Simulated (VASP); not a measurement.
# AlTc12 in VASP: single point with PBE

Aim: the single point of AlTc12 with PBE.

All numbers are computed with VASP 6.6.1; they aren't measurements. Logs are shortened: lines on timing, memory, paths and dates and some standing lists are left out, and cuts for length are marked.

## (1) The cell of the first run

The cell holds a slab with vacuum, 13 atoms: a = 5.480 Å, b = 5.480 Å, c = 15.395 Å, α = 90.00°, β = 90.00°, γ = 60.00°.

## (2) Single point, PBE

Contents of INCAR:

```
SYSTEM = AlTc12
ALGO     = Normal         ! electronic algorithm
EDIFF    = 1E-6           ! SCF threshold, eV
ENCUT    = 520            ! plane-wave cutoff, eV
GGA      = PE             ! functional
ISIF     = 2              ! what is computed and relaxed
ISMEAR   = 0              ! smearing method
LASPH    = .TRUE.         ! aspherical terms in the spheres
LCHARG   = .TRUE.         ! write CHGCAR
LELF     = .TRUE.         ! ELF
LREAL    = .FALSE.        ! projectors in reciprocal space
LVHAR    = .TRUE.       
LWAVE    = .FALSE.        ! write WAVECAR
NBANDS   = 92             ! bands
NELM     = 100            ! most SCF steps
PREC     = Accurate       ! precision mode
SIGMA    = 0.1            ! smearing width, eV
```

Contents of KPOINTS:

```
k-points
0
G
  4 4 1
  0 0 0
```

Contents of POSCAR:

```
AlTc12
1.0
    5.4800000000      0.0000000000      0.0000000000
    2.7400000000      4.7458190000      0.0000000000
    0.0000000000      0.0000000000     15.3949600000
Tc Al
12 1
Direct
    0.0000000000      0.0000000000      0.0649563234
    0.5000000000      0.0000000000      0.0649563234
   -0.0000000527      0.5000001054      0.0649563234
    0.4999999473      0.5000001054      0.0649563234
   -0.1666667018      0.3333334036      0.2076964799
    0.3333332982      0.3333334036      0.2076964799
   -0.1666666491      0.8333332982      0.2076964799
    0.3333333509      0.8333332982      0.2076964799
    0.0000000000      0.0000000000      0.3504368313
    0.5000000000      0.0000000000      0.3504368313
   -0.0000000527      0.5000001054      0.3504368313
    0.4999999473      0.5000001054      0.3504368313
    0.2460013172      0.7761608692      0.5076310689
```

Potentials or basis: VASP PAW PBE potentials, release 64 (Tc_pv, Al).

Command:

```console
$ cat potpaw_PBE.64/Tc_pv/POTCAR potpaw_PBE.64/Al/POTCAR > POTCAR
$ mpirun -np 1 vasp_std > vasp.out
```

OUTCAR:

```text
SYSTEM = AlTc12
   EDIFF = 1E-6
   ENCUT = 520
   GGA = PE
   ISIF = 2
   ISMEAR = 0
   LASPH = .TRUE.
   LREAL = .FALSE.
   NELM = 100
   PREC = Accurate

 ion  position               nearest neighbor table
   1  0.000  0.000  0.065-   7 2.71   8 2.71   5 2.71   4 2.74   3 2.74   2 2.74   2 2.74   3 2.74
                             4 2.74
   2  0.500  0.000  0.065-   7 2.71   8 2.71   6 2.71   3 2.74   4 2.74   1 2.74   1 2.74   4 2.74
                             3 2.74
   3  1.000  0.500  0.065-   7 2.71   5 2.71   6 2.71   2 2.74   1 2.74   4 2.74   4 2.74   1 2.74
                             2 2.74
   4  0.500  0.500  0.065-   8 2.71   6 2.71   5 2.71   1 2.74   2 2.74   3 2.74   3 2.74   2 2.74
                             1 2.74
   5  0.833  0.333  0.208-   3 2.71   4 2.71   1 2.71  11 2.71  12 2.71   9 2.71   7 2.74   8 2.74
                             6 2.74   6 2.74   8 2.74   7 2.74
   6  0.333  0.333  0.208-   4 2.71   3 2.71   2 2.71  12 2.71  11 2.71  10 2.71   8 2.74   7 2.74
                             5 2.74   5 2.74   7 2.74   8 2.74
   7  0.833  0.833  0.208-   3 2.71   2 2.71   1 2.71  11 2.71  10 2.71   9 2.71   5 2.74   6 2.74
                             8 2.74   8 2.74   6 2.74   5 2.74
   8  0.333  0.833  0.208-   4 2.71   2 2.71   1 2.71  12 2.71  10 2.71   9 2.71   6 2.74   5 2.74
                             7 2.74   7 2.74   5 2.74   6 2.74
   9  0.000  0.000  0.350-   7 2.71   8 2.71   5 2.71  12 2.74  11 2.74  10 2.74  10 2.74  11 2.74
                            12 2.74  13 2.74
  10  0.500  0.000  0.350-   7 2.71   8 2.71   6 2.71  11 2.74  12 2.74   9 2.74   9 2.74  12 2.74
                            11 2.74  13 3.32
  11  1.000  0.500  0.350-   7 2.71   5 2.71   6 2.71  10 2.74   9 2.74  12 2.74  12 2.74   9 2.74
                            10 2.74
  12  0.500  0.500  0.350-   8 2.71   6 2.71   5 2.71   9 2.74  10 2.74  11 2.74  11 2.74  10 2.74
                             9 2.74  13 2.82
  13  0.246  0.776  0.508-   9 2.74  12 2.82  10 3.32

  LATTYP: Found a hexagonal cell.
 ALAT       =     5.4799998158
 C/A-ratio  =     2.8092993645

  Lattice vectors:

 A1 = (  -2.7400000000,  -4.7458190000,   0.0000000000)
 A2 = (   5.4800000000,   0.0000000000,   0.0000000000)
 A3 = (   0.0000000000,   0.0000000000,  15.3949600000)

Analysis of symmetry for initial positions (statically):
=====================================================================
 Subroutine PRICEL returns:
 Original cell was already a primitive cell.

 Routine SETGRP: Setting up the symmetry group for a
 hexagonal supercell.

 Subroutine GETGRP returns: Found  1 space group operations
 (whereof  1 operations were pure point group operations)
 out of a pool of 24 trial point group operations.

The static configuration has the point symmetry C_1 .

Analysis of symmetry for dynamics (positions and initial velocities):
=====================================================================
 Subroutine PRICEL returns:
 Original cell was already a primitive cell.

 Routine SETGRP: Setting up the symmetry group for a
 hexagonal supercell.

 Subroutine GETGRP returns: Found  1 space group operations
 (whereof  1 operations were pure point group operations)
 out of a pool of 24 trial point group operations.

The dynamic configuration has the point symmetry C_1 .

 Subroutine INISYM returns: Found  1 space group operations
 (whereof  1 operations are pure point group operations),
 and found     1 'primitive' translations

----------------------------------------------------------------------------------------

                                     Primitive cell

  volume of cell :     400.3781

  direct lattice vectors                    reciprocal lattice vectors
     5.480000000  0.000000000  0.000000000     0.182481752 -0.105355893  0.000000000
     2.740000000  4.745819000  0.000000000     0.000000000  0.210711787  0.000000000
     0.000000000  0.000000000 15.394960000     0.000000000  0.000000000  0.064956323

  length of vectors
     5.480000000  5.479999816 15.394960000     0.210711779  0.210711787  0.064956323

  position of ions in fractional coordinates (direct lattice)
     0.000000000  0.000000000  0.064956323
     0.500000000  0.000000000  0.064956323
     0.999999947  0.500000105  0.064956323
     0.499999947  0.500000105  0.064956323
[... 39 lines left out ...]
     0.000000000  0.000000000  0.064956323     0.000000000  0.000000000  1.000000000

  Length of vectors
     0.052677945  0.052677947  0.064956323

  Shift w.r.t. Gamma in fractional coordinates (k-lattice)
     0.000000000  0.000000000  0.000000000

 Subroutine IBZKPT returns following result:
 ===========================================

 Found     10 irreducible k-points:

 Following reciprocal coordinates:
            Coordinates               Weight
  0.000000  0.000000  0.000000      1.000000
  0.250000  0.000000  0.000000      2.000000
  0.250000  0.250000  0.000000      2.000000
  0.000000  0.250000  0.000000      2.000000
  0.500000  0.000000  0.000000      1.000000
  0.500000  0.500000  0.000000      1.000000
  0.000000  0.500000  0.000000      1.000000
  0.500000  0.250000  0.000000      2.000000
  0.250000  0.500000  0.000000      2.000000
 -0.250000  0.250000  0.000000      2.000000
   k-points           NKPTS =     10   k-points in BZ     NKDIM =     10   number of bands    NBANDS=     92
   number of dos      NEDOS =    301   number of ions     NIONS =     13
   total plane-waves  NPLWV = 211680
   dimension x,y,z NGX =    42 NGY =   42 NGZ =  120
   dimension x,y,z NGXF=    84 NGYF=   84 NGZF=  240
   ions per type =              12   1
   NGX,Y,Z   is equivalent  to a cutoff of  12.74, 12.74, 12.96 a.u.
   NGXF,Y,Z  is equivalent  to a cutoff of  25.48, 25.48, 25.92 a.u.
 SYSTEM =  AlTc12
   PREC   = accura    normal or accurate (medium, high low for compatibility)
   ISTART =      0    job   : 0-new  1-cont  2-samecut
   ICHARG =      2    charge: 1-file 2-atom 10-const
   ISPIN  =      1    spin polarized calculation?
   LNONCOLLINEAR =      F non collinear calculations
   LSORBIT =      F    spin-orbit coupling
   LASPH  =      T    aspherical Exc in radial PAW
   ENCUT  =  520.0 eV  38.22 Ry    6.18 a.u.  10.19 10.19 28.62*2*pi/ulx,y,z
   NELM   =    100;   NELMIN=  2; NELMDL= -5     # of ELM steps
   EDIFF  = 0.1E-05   stopping-criterion for ELM
   LREAL  =      F    real-space projection
   EDIFFG = 0.1E-04   stopping-criterion for IOM
   NSW    =      0    number of steps for IOM
   IBRION =     -1    ionic relax: 0-MD 1-quasi-New 2-CG
   NFREE  =      0    steps in history (QN), initial steepest desc. (CG)
   ISIF   =      2    stress and relaxation
   ISYM   =      2    0-nonsym 1-usesym 2-fastsym
   POTIM  = 0.5000    time-step for ionic-motion
   TEBEG  =    0.0;   TEEND  =   0.0 temperature during run
   PSTRESS=    0.0 pullay stress
   NELECT =     159.0000    total number of electrons
   NUPDOWN=      -1.0000    fix difference up-down
   EMIN   =  10.00;   EMAX   =-10.00  energy-range for DOS
   EFERMI =   0.00;   METHOD = LEGACY
   ISMEAR =     0;   SIGMA  =   0.10  broadening in eV -4-tet -1-fermi 0-gaus
   EFERMI_NEDOS =   21; number of points for ismear=-14 and -15
   IALGO  =     38    algorithm
   IMIX   =      4    mixing-type and parameters
     AMIX     =   0.40;   BMIX     =  1.00
     AMIX_MAG =   1.60;   BMIX_MAG =  1.00
  volume/ion in A,a.u.               =      30.80       207.84
  Fermi-wavevector in a.u.,A,eV,Ry     =   1.203327  2.273959 19.701190  1.447997
  Thomas-Fermi vector in A             =   2.339084
   LORBIT       =      0    0 simple, 1 ext, 2 COOP (PROOUT), +10 PAW based schemes
   GGA     = PE    functional components
   LHFCALC =     F    Hartree Fock is set to
   AEXX    =    0.0000 exact exchange contribution
   IVDW    =     0    specifies the selected vdW correction
   LEPSILON=     F    determine dielectric tensor
   LRPA    =     F    only Hartree local field effects (RPA)
 non-spin polarized calculation
 Gauss-broadening in eV      SIGMA  =   0.10
  energy-cutoff  :      520.00
  volume of cell :      400.38
 maximum number of plane-waves:     10804
 NGX is ok and might be reduce to    42
   NGX = 21   NGY = 21   NGZ = 57

 number of electron     159.0000030 magnetization

 Free energy of the ion-electron system (eV)
  ---------------------------------------------------
  ext. energy  EPLUGINS =         0.00000000
  ---------------------------------------------------
  free energy    TOTEN  =      -119.34245309 eV

  energy without entropy =     -119.24027322  energy(sigma->0) =     -119.29136316

 E-fermi :   3.5612     XC(G=0):  -7.8508

 val. band max:        3.5595312605   @ k =   0.0000   0.2500   0.0000
 cond. band min:       3.5629949764   @ k =   0.2500   0.0000   0.0000
 fundamental gap:      0.0034637159
 Fermi energy:         3.5611907475

 k-point     1 :       0.0000    0.0000    0.0000
  band No.  band energies     occupation
      1     -35.8769      2.00000
      2     -35.8727      2.00000
      3     -35.8662      2.00000
      4     -35.8616      2.00000
      5     -35.8340      2.00000
      6     -35.8309      2.00000
[... 929 lines left out ...]
     90       4.8613      0.00000
     91       4.9542      0.00000
 [bands above 91 left out]

------------------------ aborting loop because EDIFF is reached ----------------------------------------

  FORCE on cell =-STRESS in cart. coord.  units (eV):
  Direction    XX          YY          ZZ          XY          YZ          ZX
  --------------------------------------------------------------------------------------
  -------------------------------------------------------------------------------------
  Total      -13.4017627    -13.2679839    -15.2105846     -0.1744120     -0.0586431      0.1366108
  in kB      -53.6293102    -53.0939730    -60.8676024     -0.6979377     -0.2346698      0.5466703
  external PRESSURE =     -55.8636285 kB  Pullay stress =       0.0000000 kB

 VOLUME and BASIS-vectors are now :
 -----------------------------------------------------------------------------
  energy-cutoff  :      520.00
  volume of cell :      400.38
      direct lattice vectors                 reciprocal lattice vectors
     5.480000000  0.000000000  0.000000000     0.182481752 -0.105355893  0.000000000
     2.740000000  4.745819000  0.000000000     0.000000000  0.210711787  0.000000000
     0.000000000  0.000000000 15.394960000     0.000000000  0.000000000  0.064956323

 POSITION                                       TOTAL-FORCE (eV/Angst)
 -----------------------------------------------------------------------------------
      0.00000      0.00000      1.00000         0.050216     -0.031838      0.705902
      2.74000      0.00000      1.00000        -0.024793     -0.018219      0.746894
      6.85000      2.37291      1.00000         0.014339      0.013774      0.851842
      4.11000      2.37291      1.00000         0.003587      0.066880      0.716816
      5.48000      1.58194      3.19748        -0.032985     -0.012561     -0.131229
      2.74000      1.58194      3.19748        -0.017933     -0.004440     -0.178726
      6.85000      3.95485      3.19748        -0.017863     -0.025789     -0.194374
      4.11000      3.95485      3.19748        -0.032143     -0.031040      0.007733
      0.00000      0.00000      5.39496        -0.164801      0.313501     -0.194231
      2.74000      0.00000      5.39496         0.062974      0.035180     -0.581395
      6.85000      2.37291      5.39496        -0.046877     -0.023834     -0.398762
      4.11000      2.37291      5.39496         0.162404     -0.246145     -0.180546
      3.47477      3.68352      7.81496         0.043874     -0.035471     -1.169924
 -----------------------------------------------------------------------------------
    total drift:                                0.000265      0.000139      0.000430

  FREE ENERGIE OF THE ION-ELECTRON SYSTEM (eV)
  ---------------------------------------------------
  free  energy   TOTEN  =      -119.3424530911 eV

  energy  without entropy=     -119.2402732222  energy(sigma->0) =     -119.29136316
```

It took 43 min on 1 thread of Intel Xeon 8259CL, shared host; peak memory 0.63 GiB.

Results:

```yaml
Free_energy: -119.3425 eV
Largest_force: 1.171 eV/Å
Band_gap_on_the_k_mesh: zero (an odd number of electrons rules out a gap without spin polarisation)
```

Forces on the atoms (eV/Å):
```
Tc   0.050 -0.032  0.706
Tc  -0.025 -0.018  0.747
Tc   0.014  0.014  0.852
Tc   0.004  0.067  0.717
Tc  -0.033 -0.013 -0.131
Tc  -0.018 -0.004 -0.179
Tc  -0.018 -0.026 -0.194
Tc  -0.032 -0.031  0.008
Tc  -0.165  0.314 -0.194
Tc   0.063  0.035 -0.581
Tc  -0.047 -0.024 -0.399
Tc   0.162 -0.246 -0.181
Al   0.044 -0.035 -1.170
```

Levels at points of the mesh, in eV from the Fermi level:
```
           k point  band 79  band 80  band 81  band 82  band 83  band 84
(0.00, 0.00, 0.00)     0.45     0.47     0.53     0.83     0.94     1.18
(0.50, 0.00, 0.00)    -0.39    -0.31    -0.14    -0.13     0.10     0.46
(0.50, 0.50, 0.00)    -0.40    -0.16    -0.14    -0.13     0.08     0.27
(0.00, 0.50, 0.00)    -0.39    -0.30    -0.14    -0.13     0.10     0.46
```

Caveat: there is no dipole correction, which matters where the two faces differ.
